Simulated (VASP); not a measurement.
# CdSe (F-43m) in VASP: settings compared

CdSe is run at these levels: LDA, RPBE; tasks: single point, relaxation of cell and atoms.

Everything below comes from runs of VASP 6.6.1. Logs are shortened: lines on timing, memory, paths and dates and some standing lists are left out, and cuts for length are marked.

### Step 1. The cell of the first run

It takes space group F-43m (No. 216, cubic). The conventional cell has a = 6.010 Å, b = 6.010 Å, c = 6.010 Å, α = 90.00°, β = 90.00°, γ = 90.00°. Within 3.4 Å of Cd (site symmetry -43m) lie 4 Se at 2.60 Å. Within 3.4 Å of Se (site symmetry -43m) lie 4 Cd at 2.60 Å.

### Step 2. Single point, LDA

INCAR

```
ALGO = Normal
EDIFF = 1E-6
ENCUT = 500
GGA_COMPAT = False
ISIF = 2
ISMEAR = 0
LASPH = True
LCHARG = False
LREAL = False
LWAVE = False
NBANDS = 16
NELM = 120
PREC = Accurate
SIGMA = 0.01
```

KPOINTS

```
k-points
0
Gamma
  5 5 5
```

POSCAR

```
CdSe
1.0
    0.0000000000      3.0050629054      3.0050629054
    3.0050629054      0.0000000000      3.0050629054
    3.0050629054      3.0050629054      0.0000000000
Cd Se
1 1
Direct
    0.0000000000      0.0000000000      0.0000000000
    0.2500000000      0.2500000000      0.2500000000
```

Potentials or basis: VASP PAW LDA potentials, release 64 (Cd, Se).

Run with:

```bash
$ cat potpaw_LDA.64/Cd/POTCAR potpaw_LDA.64/Se/POTCAR > POTCAR
$ mpirun -np 1 vasp_std > vasp.out
```

OUTCAR:

```text
EDIFF = 1E-6
   ENCUT = 500
   ISIF = 2
   ISMEAR = 0
   LASPH = True
   LREAL = False
   NELM = 120
   PREC = Accurate

 ion  position               nearest neighbor table
   1  0.000  0.000  0.000-   2 2.60   2 2.60   2 2.60   2 2.60
   2  0.250  0.250  0.250-   1 2.60   1 2.60   1 2.60   1 2.60

  LATTYP: Found a face centered cubic cell.
 ALAT       =     6.0101258108

  Lattice vectors:

 A1 = (   0.0000000000,   3.0050629054,   3.0050629054)
 A2 = (   3.0050629054,   0.0000000000,   3.0050629054)
 A3 = (   3.0050629054,   3.0050629054,   0.0000000000)

Analysis of symmetry for initial positions (statically):
=====================================================================
 Subroutine PRICEL returns:
 Original cell was already a primitive cell.

 Routine SETGRP: Setting up the symmetry group for a
 face centered cubic supercell.

 Subroutine GETGRP returns: Found 24 space group operations
 (whereof 24 operations were pure point group operations)
 out of a pool of 48 trial point group operations.

The static configuration has the point symmetry T_d .

Analysis of symmetry for dynamics (positions and initial velocities):
=====================================================================
 Subroutine PRICEL returns:
 Original cell was already a primitive cell.

 Routine SETGRP: Setting up the symmetry group for a
 face centered cubic supercell.

 Subroutine GETGRP returns: Found 24 space group operations
 (whereof 24 operations were pure point group operations)
 out of a pool of 48 trial point group operations.

The dynamic configuration has the point symmetry T_d .

 Subroutine INISYM returns: Found 24 space group operations
 (whereof 24 operations are pure point group operations),
 and found     1 'primitive' translations

----------------------------------------------------------------------------------------

                                     Primitive cell

  volume of cell :      54.2739

  direct lattice vectors                    reciprocal lattice vectors
     0.000000000  3.005062905  3.005062905    -0.166385868  0.166385868  0.166385868
     3.005062905  0.000000000  3.005062905     0.166385868 -0.166385868  0.166385868
     3.005062905  3.005062905  0.000000000     0.166385868  0.166385868 -0.166385868

  length of vectors
     4.249800717  4.249800717  4.249800717     0.288188777  0.288188777  0.288188777

[... 62 lines left out ...]
   LASPH  =      T    aspherical Exc in radial PAW
   ENCUT  =  500.0 eV  36.75 Ry    6.06 a.u.   7.75  7.75  7.75*2*pi/ulx,y,z
   NELM   =    120;   NELMIN=  2; NELMDL= -5     # of ELM steps
   EDIFF  = 0.1E-05   stopping-criterion for ELM
   LREAL  =      F    real-space projection
   EDIFFG = 0.1E-04   stopping-criterion for IOM
   NSW    =      0    number of steps for IOM
   IBRION =     -1    ionic relax: 0-MD 1-quasi-New 2-CG
   NFREE  =      0    steps in history (QN), initial steepest desc. (CG)
   ISIF   =      2    stress and relaxation
   ISYM   =      2    0-nonsym 1-usesym 2-fastsym
   POTIM  = 0.5000    time-step for ionic-motion
   TEBEG  =    0.0;   TEEND  =   0.0 temperature during run
   PSTRESS=    0.0 pullay stress
   NELECT =      18.0000    total number of electrons
   NUPDOWN=      -1.0000    fix difference up-down
   EMIN   =  10.00;   EMAX   =-10.00  energy-range for DOS
   EFERMI =   0.00;   METHOD = LEGACY
   ISMEAR =     0;   SIGMA  =   0.01  broadening in eV -4-tet -1-fermi 0-gaus
   EFERMI_NEDOS =   21; number of points for ismear=-14 and -15
   IALGO  =     38    algorithm
   IMIX   =      4    mixing-type and parameters
     AMIX     =   0.40;   BMIX     =  1.00
     AMIX_MAG =   1.60;   BMIX_MAG =  1.00
  volume/ion in A,a.u.               =      27.14       183.13
  Fermi-wavevector in a.u.,A,eV,Ry     =   1.133188  2.141415 17.471457  1.284116
  Thomas-Fermi vector in A             =   2.269891
   LORBIT       =      0    0 simple, 1 ext, 2 COOP (PROOUT), +10 PAW based schemes
   GGA     = CA    functional components
   LHFCALC =     F    Hartree Fock is set to
   AEXX    =    0.0000 exact exchange contribution
   IVDW    =     0    specifies the selected vdW correction
   LEPSILON=     F    determine dielectric tensor
   LRPA    =     F    only Hartree local field effects (RPA)
 non-spin polarized calculation
 Gauss-broadening in eV      SIGMA  =   0.01
  energy-cutoff  :      500.00
  volume of cell :       54.27
 maximum number of plane-waves:      1411
   NGX = 15   NGY = 15   NGZ = 15

 number of electron      17.9999994 magnetization

 Free energy of the ion-electron system (eV)
  ---------------------------------------------------
  ext. energy  EPLUGINS =         0.00000000
  ---------------------------------------------------
  free energy    TOTEN  =        -6.74480021 eV

  energy without entropy =       -6.74480021  energy(sigma->0) =       -6.74480021

 E-fermi :   1.1878     XC(G=0):  -9.4469

 val. band max:        1.1234276797   @ k =   0.0000   0.0000   0.0000
 cond. band min:       1.5516827008   @ k =   0.0000   0.0000   0.0000
 fundamental gap:      0.4282550211
 Fermi energy:         1.1878191244

 k-point     1 :       0.0000    0.0000    0.0000
  band No.  band energies     occupation
      1     -11.7306      2.00000
      2      -6.9720      2.00000
      3      -6.9720      2.00000
      4      -6.9720      2.00000
      5      -6.5536      2.00000
      6      -6.5536      2.00000
[... 167 lines left out ...]
      3      -6.7740      2.00000
      4      -6.6143      2.00000
      5      -6.5328      2.00000
      6      -6.1177      2.00000
[... 8 lines left out ...]
     15      12.8610      0.00000
     16      14.9027      0.00000

------------------------ aborting loop because EDIFF is reached ----------------------------------------

  FORCE on cell =-STRESS in cart. coord.  units (eV):
  Direction    XX          YY          ZZ          XY          YZ          ZX
  --------------------------------------------------------------------------------------
  -------------------------------------------------------------------------------------
  Total        0.1611340      0.1611340      0.1611340      0.0000000     -0.0000000      0.0000000
  in kB        4.7567156      4.7567156      4.7567156      0.0000000     -0.0000000      0.0000000
  external PRESSURE =       4.7567156 kB  Pullay stress =       0.0000000 kB

 VOLUME and BASIS-vectors are now :
 -----------------------------------------------------------------------------
  energy-cutoff  :      500.00
  volume of cell :       54.27
      direct lattice vectors                 reciprocal lattice vectors
     0.000000000  3.005062905  3.005062905    -0.166385868  0.166385868  0.166385868
     3.005062905  0.000000000  3.005062905     0.166385868 -0.166385868  0.166385868
     3.005062905  3.005062905  0.000000000     0.166385868  0.166385868 -0.166385868

 POSITION                                       TOTAL-FORCE (eV/Angst)
 -----------------------------------------------------------------------------------
      0.00000      0.00000      0.00000         0.000000      0.000000      0.000000
      1.50253      1.50253      1.50253        -0.000000     -0.000000     -0.000000
 -----------------------------------------------------------------------------------
    total drift:                                0.000000      0.000000     -0.000000

  FREE ENERGIE OF THE ION-ELECTRON SYSTEM (eV)
  ---------------------------------------------------
  free  energy   TOTEN  =        -6.7448002109 eV

  energy  without entropy=       -6.7448002109  energy(sigma->0) =       -6.74480021
```

Run time: 4 s. Hardware: 1 thread of Intel Xeon 6975P-C (Granite Rapids), shared host; peak memory 0.15 GiB.

Results:

- Free energy: -6.7448 eV
- Pressure: 0.5 GPa
- Band gap on the k mesh: 0.43 eV

Caveat: semilocal functionals underestimate gaps, and a narrow one can read as zero.

### Step 3. Single point, RPBE

This run uses another cell than the first one, of 31.04 Å³/atom.

INCAR

```
SYSTEM = CdSe
ALGO = Normal
EDIFF = 1E-6
ENCUT = 500
GGA = RP
GGA_COMPAT = .FALSE.
ISIF = 2
ISMEAR = 0
LASPH = .TRUE.
LCHARG = .FALSE.
LREAL = .FALSE.
LWAVE = .FALSE.
NBANDS = 16
NELM = 120
PREC = Accurate
SIGMA = 0.01
```

KPOINTS

```
k-points
0
G
  5 5 5
  0 0 0
```

POSCAR

```
CdSe
1.0
    0.0000000000      3.1426408132      3.1426408132
    3.1426408132      0.0000000000      3.1426408132
    3.1426408132      3.1426408132      0.0000000000
Cd Se
1 1
Direct
    0.0000000000      0.0000000000      0.0000000000
    0.2500000000      0.2500000000      0.2500000000
```

Potentials or basis: VASP PAW PBE potentials, release 64 (Cd, Se).

Run with:

```bash
$ cat potpaw_PBE.64/Cd/POTCAR potpaw_PBE.64/Se/POTCAR > POTCAR
$ mpirun -np 1 vasp_std > vasp.out
```

OUTCAR:

```text
SYSTEM = CdSe
   EDIFF = 1E-6
   ENCUT = 500
   GGA = RP
   ISIF = 2
   ISMEAR = 0
   LASPH = .TRUE.
   LREAL = .FALSE.
   NELM = 120
   PREC = Accurate

 ion  position               nearest neighbor table
   1  0.000  0.000  0.000-   2 2.72   2 2.72   2 2.72   2 2.72
   2  0.250  0.250  0.250-   1 2.72   1 2.72   1 2.72   1 2.72

  LATTYP: Found a face centered cubic cell.
 ALAT       =     6.2852816264

  Lattice vectors:

 A1 = (   0.0000000000,   3.1426408132,   3.1426408132)
 A2 = (   3.1426408132,   0.0000000000,   3.1426408132)
 A3 = (   3.1426408132,   3.1426408132,   0.0000000000)

Analysis of symmetry for initial positions (statically):
=====================================================================
 Subroutine PRICEL returns:
 Original cell was already a primitive cell.

 Routine SETGRP: Setting up the symmetry group for a
 face centered cubic supercell.

 Subroutine GETGRP returns: Found 24 space group operations
 (whereof 24 operations were pure point group operations)
 out of a pool of 48 trial point group operations.

The static configuration has the point symmetry T_d .

Analysis of symmetry for dynamics (positions and initial velocities):
[... 145 lines left out ...]

 val. band max:        0.3447514267   @ k =   0.0000   0.0000   0.0000
 cond. band min:       0.9167488071   @ k =   0.0000   0.0000   0.0000
 fundamental gap:      0.5719973803
 Fermi energy:         0.4135020690

 k-point     1 :       0.0000    0.0000    0.0000
  band No.  band energies     occupation
      1     -11.6947      2.00000
      2      -7.3293      2.00000
      3      -7.3293      2.00000
      4      -7.3293      2.00000
      5      -7.0549      2.00000
      6      -7.0549      2.00000
[... 167 lines left out ...]
      3      -7.1932      2.00000
      4      -7.0884      2.00000
      5      -7.0389      2.00000
      6      -6.7407      2.00000
[... 8 lines left out ...]
     15      11.8401      0.00000
     16      13.5647      0.00000

------------------------ aborting loop because EDIFF is reached ----------------------------------------

  FORCE on cell =-STRESS in cart. coord.  units (eV):
  Direction    XX          YY          ZZ          XY          YZ          ZX
  --------------------------------------------------------------------------------------
  -------------------------------------------------------------------------------------
  Total        0.0832675      0.0832675      0.0832675      0.0000000      0.0000000     -0.0000000
  in kB        2.1491753      2.1491753      2.1491753      0.0000000      0.0000000     -0.0000000
  external PRESSURE =       2.1491753 kB  Pullay stress =       0.0000000 kB

 VOLUME and BASIS-vectors are now :
 -----------------------------------------------------------------------------
  energy-cutoff  :      500.00
  volume of cell :       62.07
      direct lattice vectors                 reciprocal lattice vectors
     0.000000000  3.142640813  3.142640813    -0.159101860  0.159101860  0.159101860
     3.142640813  0.000000000  3.142640813     0.159101860 -0.159101860  0.159101860
     3.142640813  3.142640813  0.000000000     0.159101860  0.159101860 -0.159101860

 POSITION                                       TOTAL-FORCE (eV/Angst)
 -----------------------------------------------------------------------------------
      0.00000      0.00000      0.00000        -0.000000     -0.000000     -0.000000
      1.57132      1.57132      1.57132         0.000000      0.000000      0.000000
 -----------------------------------------------------------------------------------
    total drift:                                0.000000      0.000000      0.000000

  FREE ENERGIE OF THE ION-ELECTRON SYSTEM (eV)
  ---------------------------------------------------
  free  energy   TOTEN  =        -4.8690276735 eV

  energy  without entropy=       -4.8690276735  energy(sigma->0) =       -4.86902767
```

OSZICAR:

```text
N       E                     dE             d eps       ncg     rms          rms(c)
DAV:   1     0.106090947303E+03    0.10609E+03   -0.83330E+03   320   0.962E+02
DAV:   2    -0.118505822313E+01   -0.10728E+03   -0.10203E+03   392   0.245E+02
DAV:   3    -0.523624781376E+01   -0.40512E+01   -0.40454E+01   392   0.495E+01
DAV:   4    -0.525451313402E+01   -0.18265E-01   -0.18265E-01   392   0.328E+00
DAV:   5    -0.525464188723E+01   -0.12875E-03   -0.12875E-03   408   0.236E-01    0.534E+00
DAV:   6    -0.488055624310E+01    0.37409E+00   -0.55432E-01   416   0.786E+00    0.432E+00
DAV:   7    -0.486308752576E+01    0.17469E-01   -0.15755E-01   368   0.255E+00    0.186E+00
DAV:   8    -0.486749128190E+01   -0.44038E-02   -0.13403E-02   336   0.132E+00    0.272E-01
DAV:   9    -0.486862870669E+01   -0.11374E-02   -0.20748E-03   384   0.471E-01    0.645E-02
DAV:  10    -0.486884690853E+01   -0.21820E-03   -0.24134E-04   384   0.172E-01    0.549E-02
DAV:  11    -0.486902753582E+01   -0.18063E-03   -0.35090E-04   360   0.102E-01    0.224E-02
DAV:  12    -0.486902767348E+01   -0.13766E-06   -0.24706E-06   392   0.101E-02
   1 F= -.48690277E+01 E0= -.48690277E+01  d E =-.401759E-24
```

stdout:

```text
POSCAR found type information on POSCAR CdSe
 POSCAR found :  2 types and       2 ions
 scaLAPACK will be used
 -----------------------------------------------------------------------------
|                                                                             |
|                                                                             |
|     You enforced a specific xc type in the INCAR file but a different       |
|     I HOPE YOU KNOW WHAT YOU ARE DOING!                                     |
|                                                                             |
 -----------------------------------------------------------------------------

 LDA part: xc-table for (Slater+PW92), standard interpolation
 POSCAR, INCAR and KPOINTS ok, starting setup
 FFT: planning ... GRIDC
 FFT: planning ... GRID_SOFT
 FFT: planning ... GRID
 WAVECAR not read
 entering main loop
```

Run time: 4.6 s. Hardware: 1 thread of Intel Xeon 6975P-C (Granite Rapids), shared host; peak memory 0.17 GiB.

What came out:

```yaml
Free_energy: -4.8690 eV
Pressure: 0.2 GPa
Band_gap_on_the_k_mesh: 0.57 eV
```

Levels at points of the mesh, in eV from the valence-band top:
| k point | band 5 | band 6 | band 7 | band 8 | band 9 | band 10 | band 11 | band 12 | band 13 | band 14 |
| --- | --- | --- | --- | --- | --- | --- | --- | --- | --- | --- |
| (0.00, 0.00, 0.00) | -7.40 | -7.40 | 0.00 | 0.00 | 0.00 | 0.57 | 5.99 | 5.99 | 5.99 | 9.66 |

Caveat: semilocal functionals underestimate gaps, and a narrow one can read as zero; the PAW data sets were made with another functional, which shifts forces and pressure a little.

### Step 4. Relaxation of cell and atoms, LDA

This run uses another cell than the first one, of 28.94 Å³/atom.

INCAR

```
SYSTEM = CdSe
PREC = Accurate ; ENCUT = 500
EDIFF = 1E-7 ; ISMEAR = 0
SIGMA = 0.01 ; LREAL = .False.
LASPH = .True. ; NELM = 120
ALGO = Normal ; ISIF = 3
LWAVE = .False. ; LCHARG = .False.
GGA = CA ; IBRION = 2
NSW = 80 ; EDIFFG = -0.01
GGA_COMPAT = .False. ; NELMIN = 4
```

KPOINTS

```
Automatic mesh
0
Gamma
  5 5 5
  0 0 0
```

POSCAR

```
CdSe
1.0
    0.0000000000      3.0702710000      3.0702710000
    3.0702710000      0.0000000000      3.0702710000
    3.0702710000      3.0702710000      0.0000000000
Cd Se
1 1
Direct
    0.0000000000      0.0000000000      0.0000000000
    0.2500000000      0.2500000000      0.2500000000
```

Potentials or basis: VASP PAW LDA potentials, release 64 (Cd, Se).

Run with:

```bash
$ cat potpaw_LDA.64/Cd/POTCAR potpaw_LDA.64/Se/POTCAR > POTCAR
$ mpirun -np 1 vasp_std > vasp.out
```

Wall time 7.3 s (1 thread of Intel Xeon 6975P-C (Granite Rapids), shared host); peak memory 0.15 GiB.

Results (log left out):

- Free energy: -6.7456 eV
- Relaxed volume: 27.36 Å³/atom
- Relaxed cell: a = 4.261 Å, b = 4.261 Å, c = 4.261 Å, α = 60.00°, β = 60.00°, γ = 60.00°
- Space group after relaxing (to 0.1 Å): F-43m (No. 216)
- Energy gained by relaxing: 14.8 meV/atom
- Ionic steps: 3
- Pressure after relaxing: 0.0 GPa
- Band gap on the k mesh: 0.41 eV

Step by step:
```
step  energy change (eV)  largest force (eV/Å)  pressure (GPa)  volume (Å³)
   1              0.0000                0.0000           -2.85        57.88
   2             -0.0259                0.0000            1.16        53.68
   3             -0.0296                0.0000            0.00        54.72
```

Final structure:
```
Cd Se
1.0
     0.00000    3.01325    3.01325
     3.01325    0.00000    3.01325
     3.01325    3.01325    0.00000
Cd Se
1 1
Direct
  0.00000 0.00000 0.00000
  0.25000 0.25000 0.25000
```

Levels at points of the mesh, in eV from the valence-band top:
```tsv
k point	band 7	band 8	band 9	band 10	band 11	band 12
(0.00, 0.00, 0.00)	0.00	0.00	0.00	0.41	5.79	5.79
```

Caveat: semilocal functionals underestimate gaps, and a narrow one can read as zero.

### Step 5. Relaxation of cell and atoms, RPBE

This run uses another cell than the first one, of 28.94 Å³/atom.

INCAR

```
SYSTEM = CdSe
  PREC = Accurate
  ENCUT = 500
  EDIFF = 1E-7
  ISMEAR = 0
  SIGMA = 0.01
  LREAL = .False.
  LASPH = .True.
  NELM = 120
  ALGO = Normal
  ISIF = 3
  LWAVE = .False.
  LCHARG = .False.
  GGA = RP
  IBRION = 2
  NSW = 80
  EDIFFG = -0.01
  GGA_COMPAT = .False.
  NELMIN = 4
```

KPOINTS is that of step 4.

POSCAR is that of step 4.

Potentials or basis: VASP PAW PBE potentials, release 64 (Cd, Se).

Run with:

```bash
$ cat potpaw_PBE.64/Cd/POTCAR potpaw_PBE.64/Se/POTCAR > POTCAR
$ mpirun -np 1 vasp_std > vasp.out
```

Wall time 13 s (1 thread of Intel Xeon 6975P-C (Granite Rapids), shared host); peak memory 0.18 GiB.

It converged, with:

```
Free energy                           : -4.8686 eV
Relaxed volume                        : 31.17 Å³/atom
Relaxed cell                          : a = 4.451 Å, b = 4.451 Å, c = 4.451 Å, α = 60.00°, β = 60.00°, γ = 60.00°
Space group after relaxing (to 0.1 Å) : F-43m (No. 216)
Energy gained by relaxing             : 22.8 meV/atom
Ionic steps                           : 3
Pressure after relaxing               : 0.0 GPa
Band gap on the k mesh                : 0.56 eV
```

The path:
```csv
step,energy change (eV),largest force (eV/Å),pressure (GPa),volume (Å³)
1,0.0000,0.0000,3.50,57.88
2,-0.0437,0.0000,-0.61,63.35
3,-0.0457,0.0000,0.01,62.34
```

Final structure:
```
Cd Se
1.0
     0.00000    3.14709    3.14709
     3.14709    0.00000    3.14709
     3.14709    3.14709    0.00000
Cd Se
1 1
Direct
  0.00000 0.00000 0.00000
  0.25000 0.25000 0.25000
```

Levels at points of the mesh, in eV from the valence-band top:
```csv
k point,band 7,band 8,band 9,band 10,band 11,band 12
"(0.00, 0.00, 0.00)",0.00,0.00,0.00,0.56,5.99,5.99
```

Caveat: semilocal functionals underestimate gaps, and a narrow one can read as zero; the PAW data sets were made with another functional, which shifts forces and pressure a little.

### Step 6. Overview

```tsv
task	level	potentials or basis	cell	gap on the mesh (eV)	pressure (GPa)	relaxed volume (Å³/atom)
single point	LDA	VASP PAW LDA potentials, release 64 (Cd, Se)	a = 4.250 Å, angles 60.0°, 2 atoms	0.43	0.5	-
single point	RPBE	VASP PAW PBE potentials, release 64 (Cd, Se)	a = 4.444 Å, angles 60.0°, 2 atoms	0.57	0.2	-
relaxation of cell and atoms	LDA	VASP PAW LDA potentials, release 64 (Cd, Se)	relaxed from a = 4.342 Å, angles 60.0°, 2 atoms	0.41	0.0	27.36
relaxation of cell and atoms	RPBE	VASP PAW PBE potentials, release 64 (Cd, Se)	relaxed from a = 4.342 Å, angles 60.0°, 2 atoms	0.56	0.0	31.17
```

Alike in all rows: no spin polarisation; k mesh 5 × 5 × 5; cutoff (eV) 500; smearing gaussian 0.01 eV.

Caveats: semilocal functionals underestimate gaps, and a narrow one can read as zero; the PAW data sets were made with another functional, which shifts forces and pressure a little (at least some runs).

Total energies depend on the potentials used, so only differences within one code and one set of settings carry meaning.
